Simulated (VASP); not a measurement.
Crystal: Si.

```
CELL_PARAMETERS angstrom
0.00692 0.05951 3.66090
-2.38477 -3.82563 -0.06505
7.23021 -3.87288 -0.04747
ATOMIC_POSITIONS crystal
Si 0.19105 0.45366 0.21349
Si 0.16841 0.04534 0.66589
Si 0.64797 0.25566 0.05395
Si 0.66273 0.71294 0.56462
Si 0.78126 0.00745 0.35268
Si 0.83226 0.52316 0.81202
Si 0.36580 0.24457 0.41809
Si 0.35052 0.75722 0.91927
```

* Program: VASP 6.6.1
* Task: relaxation of cell and atoms
* Functional: PBE
* Potentials or basis: VASP PAW PBE potentials, release 64 (Si)
* Cutoff: 600 eV
* k mesh: 6 × 6 × 4
* Occupations: gaussian, width 0.2 eV
* Spin: no spin polarisation

At the start: pressure 12.8 GPa; volume 16.88 Å³/atom.

Question: Where does the relaxation end?

Answer: Over 23 steps the energy falls by 372.8 meV/atom and the volume is 16.98 Å³/atom (+0.6 %); space group P1 (No. 1, to 0.1 Å) before, P-1 (No. 2, to 0.1 Å).

The path:
```csv
step,energy change (eV),largest force (eV/Å),pressure (GPa),volume (Å³)
1,0.0000,8.4472,12.83,135.04
2,-1.2745,1.4230,-8.12,162.72
3,-2.1203,1.5676,-2.68,148.18
4,-2.1228,1.6185,-2.46,147.83
5,-2.1237,1.6919,-2.14,147.34
6,-2.5238,0.8346,-2.21,144.11
7,-2.6195,0.7307,-1.53,141.51
8,-2.7848,0.6484,0.56,136.50
9,-2.7971,0.6449,1.50,134.76
10,-2.8907,0.3446,0.05,135.97
11,-2.9054,0.3940,-0.67,136.72
12,-2.9357,0.3593,0.24,135.30
13,-2.9392,0.3671,0.72,134.63
14,-2.9613,0.1781,-0.02,135.59
15,-2.9629,0.2087,-0.25,135.93
16,-2.9724,0.1454,0.08,135.42
17,-2.9749,0.1257,0.36,135.02
18,-2.9787,0.1092,-0.27,135.97
19,-2.9787,0.1090,-0.22,135.89
20,-2.9814,0.0609,0.03,135.64
21,-2.9815,0.0691,0.08,135.58
22,-2.9825,0.0255,-0.09,135.78
23,-2.9826,0.0225,-0.14,135.85
```

Final structure:
```
Si
1.0
     0.00306    0.05565    3.74519
    -2.44179   -3.82955   -0.06225
     7.12141   -3.68964   -0.06478
Si
8
Direct
  0.15939 0.53219 0.17867
  0.15574 0.03039 0.67838
  0.64697 0.22490 0.07372
  0.64438 0.72326 0.57338
  0.84121 0.96743 0.32152
  0.84359 0.46914 0.82127
  0.35354 0.27556 0.42668
  0.35519 0.77713 0.92637
```
